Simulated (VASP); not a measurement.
# AlCo in VASP: further runs, part 2 of 3

VASP 6.6.1. The steps go on from the part before.

## (3) Single point, PBE, collinear spin, ferrimagnetic start (strain +0.080 along x and y, +0.080 along z)

Input file INCAR:

```
SYSTEM = AlCo
PREC = Accurate
ENCUT = 520
EDIFF = 1E-7
ISMEAR = 0
SIGMA = 0.15
LREAL = .FALSE.
LASPH = .TRUE.
NELM = 150
ALGO = Fast
ISIF = 2
LWAVE = .FALSE.
LCHARG = .FALSE.
ISPIN = 2
MAGMOM = -0.01 0.16
LORBIT = 11
LMAXMIX = 4
GGA = PE
NBANDS = 17
```

Input file KPOINTS:

```
regular mesh
0
G
  16 16 16
  0 0 0
```

Input file POSCAR:

```
AlCo
1.0
    3.0449554668      0.0000000000      0.0000000000
    0.0000000000      3.0449554668      0.0000000000
    0.0000000000      0.0000000000      3.0449554668
Al Co
1 1
Direct
    0.0000000000      0.0000000000      0.0000000000
    0.5000000000      0.5000000000      0.5000000000
```

Potentials or basis: VASP PAW PBE potentials, release 64 (Al, Co).

Run with:

```
$ cat potpaw_PBE.64/Al/POTCAR potpaw_PBE.64/Co/POTCAR > POTCAR
$ mpirun -np 1 vasp_std > vasp.out
```

OUTCAR:

```text
SYSTEM = AlCo
   PREC = Accurate
   ENCUT = 520
   EDIFF = 1E-7
   ISMEAR = 0
   LREAL = .FALSE.
   LASPH = .TRUE.
   NELM = 150
   ISIF = 2
   ISPIN = 2
   LORBIT = 11
   GGA = PE

 ion  position               nearest neighbor table
   1  0.000  0.000  0.000-   2 2.64   2 2.64   2 2.64   2 2.64   2 2.64   2 2.64   2 2.64   2 2.64

   2  0.500  0.500  0.500-   1 2.64   1 2.64   1 2.64   1 2.64   1 2.64   1 2.64   1 2.64   1 2.64

  LATTYP: Found a simple cubic cell.
 ALAT       =     3.0449554668

  Lattice vectors:

 A1 = (   3.0449554668,   0.0000000000,   0.0000000000)
 A2 = (   0.0000000000,   3.0449554668,   0.0000000000)
 A3 = (   0.0000000000,   0.0000000000,   3.0449554668)

Analysis of symmetry for initial positions (statically):
=====================================================================
 Subroutine PRICEL returns:
 Original cell was already a primitive cell.

 Routine SETGRP: Setting up the symmetry group for a
 simple cubic supercell.

 Subroutine GETGRP returns: Found 48 space group operations
 (whereof 48 operations were pure point group operations)
 out of a pool of 48 trial point group operations.

The static configuration has the point symmetry O_h .

Analysis of symmetry for dynamics (positions and initial velocities):
=====================================================================
 Subroutine PRICEL returns:
 Original cell was already a primitive cell.

 Routine SETGRP: Setting up the symmetry group for a
 simple cubic supercell.

 Subroutine GETGRP returns: Found 48 space group operations
 (whereof 48 operations were pure point group operations)
 out of a pool of 48 trial point group operations.

The dynamic configuration has the point symmetry O_h .

Analysis of structural, dynamic, and magnetic symmetry:
=====================================================================
 Subroutine PRICEL returns:
 Original cell was already a primitive cell.

 Routine SETGRP: Setting up the symmetry group for a
 simple cubic supercell.

 Subroutine GETGRP returns: Found 48 space group operations
 (whereof 48 operations were pure point group operations)
 out of a pool of 48 trial point group operations.

The overall configuration has the point symmetry O_h .

 Subroutine INISYM returns: Found 48 space group operations
 (whereof 48 operations are pure point group operations),
 and found     1 'primitive' translations

----------------------------------------------------------------------------------------

                                     Primitive cell

  volume of cell :      28.2321

  direct lattice vectors                    reciprocal lattice vectors
     3.044955467  0.000000000  0.000000000     0.328412028  0.000000000  0.000000000
     0.000000000  3.044955467  0.000000000     0.000000000  0.328412028  0.000000000
     0.000000000  0.000000000  3.044955467     0.000000000  0.000000000  0.328412028

  length of vectors
     3.044955467  3.044955467  3.044955467     0.328412028  0.328412028  0.328412028

  position of ions in fractional coordinates (direct lattice)
     0.000000000  0.000000000  0.000000000
     0.500000000  0.500000000  0.500000000

  ion indices of the primitive-cell ions
   primitive index   ion index
                 1           1
                 2           2

[... 69 lines left out ...]
   ENCUT  =  520.0 eV  38.22 Ry    6.18 a.u.   5.66  5.66  5.66*2*pi/ulx,y,z
   NELM   =    150;   NELMIN=  2; NELMDL= -5     # of ELM steps
   EDIFF  = 0.1E-06   stopping-criterion for ELM
   LREAL  =      F    real-space projection
   EDIFFG = 0.1E-05   stopping-criterion for IOM
   NSW    =      0    number of steps for IOM
   IBRION =     -1    ionic relax: 0-MD 1-quasi-New 2-CG
   NFREE  =      0    steps in history (QN), initial steepest desc. (CG)
   ISIF   =      2    stress and relaxation
   ISYM   =      2    0-nonsym 1-usesym 2-fastsym
   POTIM  = 0.5000    time-step for ionic-motion
   TEBEG  =    0.0;   TEEND  =   0.0 temperature during run
   PSTRESS=    0.0 pullay stress
   NELECT =      12.0000    total number of electrons
   NUPDOWN=      -1.0000    fix difference up-down
   EMIN   =  10.00;   EMAX   =-10.00  energy-range for DOS
   EFERMI =   0.00;   METHOD = LEGACY
   ISMEAR =     0;   SIGMA  =   0.15  broadening in eV -4-tet -1-fermi 0-gaus
   EFERMI_NEDOS =   21; number of points for ismear=-14 and -15
   IALGO  =     68    algorithm
   IMIX   =      4    mixing-type and parameters
     AMIX     =   0.40;   BMIX     =  1.00
     AMIX_MAG =   1.60;   BMIX_MAG =  1.00
  volume/ion in A,a.u.               =      14.12        95.26
  Fermi-wavevector in a.u.,A,eV,Ry     =   1.230895  2.326054 20.614217  1.515102
  Thomas-Fermi vector in A             =   2.365726
   LORBIT       =     11    0 simple, 1 ext, 2 COOP (PROOUT), +10 PAW based schemes
   GGA     = PE    functional components
   LHFCALC =     F    Hartree Fock is set to
   AEXX    =    0.0000 exact exchange contribution
   IVDW    =     0    specifies the selected vdW correction
   LEPSILON=     F    determine dielectric tensor
   LRPA    =     F    only Hartree local field effects (RPA)
 spin polarized calculation
 RMM-DIIS sequential band-by-band and
 Gauss-broadening in eV      SIGMA  =   0.15
  energy-cutoff  :      520.00
  volume of cell :       28.23
 maximum number of plane-waves:       776
 NGX is ok and might be reduce to    24
   NGX = 11   NGY = 11   NGZ = 11

 number of electron      12.0000005 magnetization       0.0185781

 number of electron      12.0000005 magnetization      -0.0000755

 Free energy of the ion-electron system (eV)
  ---------------------------------------------------
  ext. energy  EPLUGINS =         0.00000000
  ---------------------------------------------------
  free energy    TOTEN  =       -11.56339396 eV

  energy without entropy =      -11.54888774  energy(sigma->0) =      -11.55614085

 E-fermi :   8.1063     XC(G=0): -11.3361

 val. band max:        8.0920724058   @ k =   0.5000   0.3750   0.0625
 cond. band min:       8.1085871457   @ k =   0.5000   0.3750   0.2500
 fundamental gap:      0.0165147399
 Fermi energy:         8.1063335300

 spin component 1

 k-point     1 :       0.0000    0.0000    0.0000
  band No.  band energies     occupation
      1      -1.6573      1.00000
      2       5.9564      1.00000
      3       5.9564      1.00000
      4       7.4991      1.00000
      5       7.4991      1.00000
      6       7.4991      1.00000
[... 459 lines left out ...]
      6       7.4893      1.00000
[... 9 lines left out ...]
     16      26.4410      0.00000
     17      29.7217      0.00000

 [... further k-points ...]

 spin component 2

 k-point     1 :       0.0000    0.0000    0.0000
  band No.  band energies     occupation
      1      -1.6573      1.00000
      2       5.9563      1.00000
      3       5.9563      1.00000
      4       7.4991      1.00000
      5       7.4991      1.00000
      6       7.4991      1.00000
[... 459 lines left out ...]
      6       7.4892      1.00000
[... 9 lines left out ...]
     16      26.4410      0.00000
     17      29.7217      0.00000

 [... further k-points ...]

------------------------ aborting loop because EDIFF is reached ----------------------------------------

  FORCE on cell =-STRESS in cart. coord.  units (eV):
  Direction    XX          YY          ZZ          XY          YZ          ZX
  --------------------------------------------------------------------------------------
  -------------------------------------------------------------------------------------
  Total       -4.0414274     -4.0414274     -4.0414274      0.0000000      0.0000000      0.0000000
  in kB     -229.3519963   -229.3519963   -229.3519963      0.0000000      0.0000000      0.0000000
  external PRESSURE =    -229.3519963 kB  Pullay stress =       0.0000000 kB

 VOLUME and BASIS-vectors are now :
 -----------------------------------------------------------------------------
  energy-cutoff  :      520.00
  volume of cell :       28.23
      direct lattice vectors                 reciprocal lattice vectors
     3.044955467  0.000000000  0.000000000     0.328412028  0.000000000  0.000000000
     0.000000000  3.044955467  0.000000000     0.000000000  0.328412028  0.000000000
     0.000000000  0.000000000  3.044955467     0.000000000  0.000000000  0.328412028

 POSITION                                       TOTAL-FORCE (eV/Angst)
 -----------------------------------------------------------------------------------
      0.00000      0.00000      0.00000         0.000000      0.000000      0.000000
      1.52248      1.52248      1.52248         0.000000      0.000000      0.000000
 -----------------------------------------------------------------------------------
    total drift:                                0.000000      0.000000     -0.000000

  FREE ENERGIE OF THE ION-ELECTRON SYSTEM (eV)
  ---------------------------------------------------
  free  energy   TOTEN  =       -11.5633939594 eV

  energy  without entropy=      -11.5488877372  energy(sigma->0) =      -11.55614085

 total charge

# of ion       s       p       d       tot
------------------------------------------
    1        0.379   0.350   0.000   0.729
    2        0.367   0.363   7.399   8.129
--------------------------------------------------
tot          0.746   0.714   7.399   8.858

 magnetization (x)

# of ion       s       p       d       tot
------------------------------------------
    1        0.000   0.000   0.000   0.000
    2       -0.000   0.000  -0.000  -0.000
--------------------------------------------------
tot         -0.000   0.000  -0.000  -0.000
```

OSZICAR:

```text
N       E                     dE             d eps       ncg     rms          rms(c)
DAV:   1     0.349958665803E+02    0.34996E+02   -0.45741E+03 11324   0.665E+02
DAV:   2    -0.111489231953E+02   -0.46145E+02   -0.40672E+02 12447   0.140E+02
DAV:   3    -0.130415083833E+02   -0.18926E+01   -0.18678E+01 13940   0.309E+01
[... 13 lines left out ...]
RMM:  17    -0.115634228798E+02   -0.57851E-05   -0.20139E-06 12640   0.155E-02    0.452E-02
RMM:  18    -0.115633875342E+02    0.35346E-04   -0.10998E-04 20321   0.763E-02    0.259E-02
RMM:  19    -0.115633946238E+02   -0.70896E-05   -0.96336E-06 14432   0.278E-02    0.135E-02
RMM:  20    -0.115633941157E+02    0.50807E-06   -0.47430E-07 12851   0.633E-03    0.661E-03
RMM:  21    -0.115633939793E+02    0.13647E-06   -0.15756E-07 11957   0.336E-03    0.198E-03
RMM:  22    -0.115633939594E+02    0.19815E-07   -0.60202E-08  7374   0.188E-03
   1 F= -.11563394E+02 E0= -.11556141E+02  d E =-.145062E-01  mag=    -0.0000
```

Wall time 5.9 min (1 thread of AMD EPYC 7R13, shared host); peak memory 0.21 GiB.

Results:

| Quantity | Value |
| --- | --- |
| Free energy | -11.5634 eV |
| Pressure | -22.9 GPa |
| Band gap on the k mesh | zero (filled and empty bands overlap) |
| Net moment | 0.00 μB per cell |
| Valence electrons inside the program's atomic spheres | Al 0.73; Co 8.13 |

Levels at points of the mesh, in eV from the Fermi level:
Spin up:
| k point | band 3 | band 4 | band 5 | band 6 | band 7 | band 8 | band 9 | band 10 |
| --- | --- | --- | --- | --- | --- | --- | --- | --- |
| (0.00, 0.00, 0.00) | -2.15 | -0.61 | -0.61 | -0.61 | 5.08 | 5.08 | 5.08 | 8.00 |
| (0.50, 0.00, 0.00) | -1.72 | -1.28 | -1.28 | -0.53 | 0.12 | 8.12 | 9.57 | 9.57 |
| (0.50, 0.50, 0.00) | -2.23 | -2.23 | -1.09 | -1.09 | -0.16 | 1.92 | 2.42 | 10.64 |
| (0.50, 0.50, 0.50) | -3.07 | -0.14 | -0.14 | 2.43 | 2.43 | 2.43 | 2.45 | 4.37 |
Spin down:
| k point | band 4 | band 5 | band 6 | band 7 | band 8 | band 9 |
| --- | --- | --- | --- | --- | --- | --- |
| (0.00, 0.00, 0.00) | -0.61 | -0.61 | -0.61 | 5.08 | 5.08 | 5.08 |
| (0.50, 0.00, 0.00) | -1.28 | -1.28 | -0.53 | 0.12 | 8.12 | 9.57 |
| (0.50, 0.50, 0.00) | -2.23 | -1.09 | -1.09 | -0.16 | 1.92 | 2.42 |
| (0.50, 0.50, 0.50) | -0.14 | -0.14 | 2.43 | 2.43 | 2.43 | 2.45 |

Caveat: the cell differs from its parent crystal (strain +0.080 along x and y, +0.080 along z).

## (4) Single point, PBE, collinear spin, ferrimagnetic start (strain -0.080 along x and y, -0.040 along z)

Input file INCAR:

```
PREC = Accurate ; ENCUT = 520
EDIFF = 1E-6 ; ISMEAR = 0
SIGMA = 0.15 ; LREAL = F
LASPH = T ; NELM = 150
ALGO = Normal ; ISIF = 2
LWAVE = F ; LCHARG = F
ISPIN = 2 ; MAGMOM = -0.01 0.16
LORBIT = 11 ; LMAXMIX = 4
GGA = PE ; NBANDS = 17
```

Input file KPOINTS:

```
regular mesh
0
Gamma
  16 16 16
```

Input file POSCAR:

```
AlCo
1.0
    2.5938509532      0.0000000000      0.0000000000
    0.0000000000      2.5938509532      0.0000000000
    0.0000000000      0.0000000000      2.7066270816
Al Co
1 1
Direct
    0.0000000000      0.0000000000      0.0000000000
    0.5000000000      0.5000000000      0.5000000000
```

Run with:

```
$ cat potpaw_PBE.64/Al/POTCAR potpaw_PBE.64/Co/POTCAR > POTCAR
$ mpirun -np 1 vasp_std > vasp.out
```

Run time: 4.5 min. Hardware: 1 thread of AMD EPYC 7R13, shared host; peak memory 0.26 GiB.

Results (log left out):

```yaml
Free_energy: -11.0601 eV
Pressure: 73.0 GPa
Band_gap_on_the_k_mesh: zero (filled and empty bands overlap)
Net_moment: 0.00 μB per cell
Valence_electrons_inside_the_program's_atomic_spheres: Al 1.00; Co 9.01
```

Stress tensor (GPa, compression positive):
```
77.12  0.00  0.00
 0.00 77.12  0.00
 0.00  0.00 64.62
```

Levels at points of the mesh, in eV from the Fermi level:
Spin up:
```
           k point  band 4  band 5  band 6  band 7  band 8  band 9
(0.00, 0.00, 0.00)   -1.20   -1.20   -0.99    6.17    7.98    7.98
(0.50, 0.00, 0.00)   -2.59   -2.18   -1.01    0.57    8.61   11.06
(0.50, 0.50, 0.00)   -2.88   -2.32   -2.32   -0.14    3.60    5.42
(0.00, 0.00, 0.50)   -2.20   -2.20   -0.86    0.04    8.67   12.57
(0.50, 0.00, 0.50)   -3.10   -2.03   -1.97   -0.35    3.18    4.89
(0.50, 0.50, 0.50)   -0.33   -0.10    2.28    2.54    2.54    6.62
```
Spin down:
| k point | band 2 | band 3 | band 4 | band 5 | band 6 | band 7 | band 8 | band 9 | band 10 | band 11 |
| --- | --- | --- | --- | --- | --- | --- | --- | --- | --- | --- |
| (0.00, 0.00, 0.00) | -4.26 | -4.15 | -1.20 | -1.20 | -0.99 | 6.17 | 7.98 | 7.98 | 9.63 | 9.95 |
| (0.50, 0.00, 0.00) | -7.40 | -3.32 | -2.58 | -2.18 | -1.01 | 0.57 | 8.61 | 11.06 | 12.65 | 13.79 |
| (0.50, 0.50, 0.00) | -4.06 | -2.88 | -2.88 | -2.32 | -2.32 | -0.14 | 3.60 | 5.42 | 14.96 | 17.37 |
| (0.00, 0.00, 0.50) | -7.98 | -3.41 | -2.20 | -2.20 | -0.86 | 0.04 | 8.67 | 12.57 | 12.57 | 14.69 |
| (0.50, 0.00, 0.50) | -4.13 | -3.39 | -3.10 | -2.03 | -1.97 | -0.35 | 3.18 | 4.89 | 16.28 | 18.20 |
| (0.50, 0.50, 0.50) | -5.16 | -5.16 | -0.33 | -0.10 | 2.28 | 2.54 | 2.54 | 6.62 | 6.64 | 6.64 |

Caveat: the cell differs from its parent crystal (strain -0.080 along x and y, -0.040 along z).

## (5) Single point, PBE, collinear spin, ferrimagnetic start (strain -0.080 along x and y, +0.000 along z)

Input file INCAR:

```
PREC = Accurate ; ENCUT = 520
EDIFF = 1E-6 ; ISMEAR = 0
SIGMA = 0.15 ; LREAL = False
LASPH = True ; NELM = 150
ALGO = Normal ; ISIF = 2
LWAVE = False ; LCHARG = False
ISPIN = 2 ; MAGMOM = -0.01 0.16
LORBIT = 11 ; LMAXMIX = 4
GGA = PE ; NBANDS = 17
```

KPOINTS is that of step 4.

Changes to POSCAR since step 4:

```diff
@@ -4,3 +4,3 @@
     0.0000000000      2.5938509532      0.0000000000
-    0.0000000000      0.0000000000      2.7066270816
+    0.0000000000      0.0000000000      2.8194032100
 Al Co
```

Run with:

```
$ cat potpaw_PBE.64/Al/POTCAR potpaw_PBE.64/Co/POTCAR > POTCAR
$ mpirun -np 1 vasp_std > vasp.out
```

Wall time 4.6 min (1 thread of AMD EPYC 7R13, shared host); peak memory 0.27 GiB.

It converged, with:

* Free energy: -11.3159 eV
* Pressure: 56.6 GPa
* Band gap on the k mesh: zero (filled and empty bands overlap)
* Net moment: 0.00 μB per cell
* Valence electrons inside the program's atomic spheres: Al 0.96; Co 8.90

Stress tensor (GPa, compression positive):
```
62.71  0.00  0.00
 0.00 62.71  0.00
 0.00  0.00 44.32
```

Levels at points of the mesh, in eV from the Fermi level:
Spin up:
| k point | band 4 | band 5 | band 6 | band 7 | band 8 | band 9 |
| --- | --- | --- | --- | --- | --- | --- |
| (0.00, 0.00, 0.00) | -1.01 | -1.01 | -0.64 | 5.04 | 8.44 | 8.44 |
| (0.50, 0.00, 0.00) | -2.53 | -1.78 | -0.81 | 0.84 | 8.63 | 10.07 |
| (0.50, 0.50, 0.00) | -2.44 | -2.19 | -2.19 | 0.15 | 3.86 | 5.57 |
| (0.00, 0.00, 0.50) | -1.80 | -1.80 | -0.55 | -0.13 | 8.84 | 12.92 |
| (0.50, 0.00, 0.50) | -2.83 | -1.67 | -1.57 | -0.28 | 3.11 | 4.59 |
| (0.50, 0.50, 0.50) | -0.25 | 0.18 | 2.31 | 2.78 | 2.78 | 6.32 |
Spin down:
| k point | band 3 | band 4 | band 5 | band 6 | band 7 | band 8 | band 9 | band 10 |
| --- | --- | --- | --- | --- | --- | --- | --- | --- |
| (0.00, 0.00, 0.00) | -3.70 | -1.00 | -1.00 | -0.64 | 5.04 | 8.44 | 8.44 | 9.30 |
| (0.50, 0.00, 0.00) | -2.94 | -2.52 | -1.78 | -0.81 | 0.85 | 8.63 | 10.07 | 12.79 |
| (0.50, 0.50, 0.00) | -2.44 | -2.44 | -2.19 | -2.19 | 0.15 | 3.86 | 5.57 | 13.87 |
| (0.00, 0.00, 0.50) | -3.10 | -1.80 | -1.80 | -0.55 | -0.13 | 8.84 | 12.92 | 12.92 |
| (0.50, 0.00, 0.50) | -3.39 | -2.83 | -1.66 | -1.57 | -0.27 | 3.11 | 4.59 | 16.33 |
| (0.50, 0.50, 0.50) | -4.75 | -0.25 | 0.18 | 2.31 | 2.78 | 2.78 | 6.32 | 6.34 |

Caveat: the cell differs from its parent crystal (strain -0.080 along x and y, +0.000 along z).

[end of part 2 of 3]
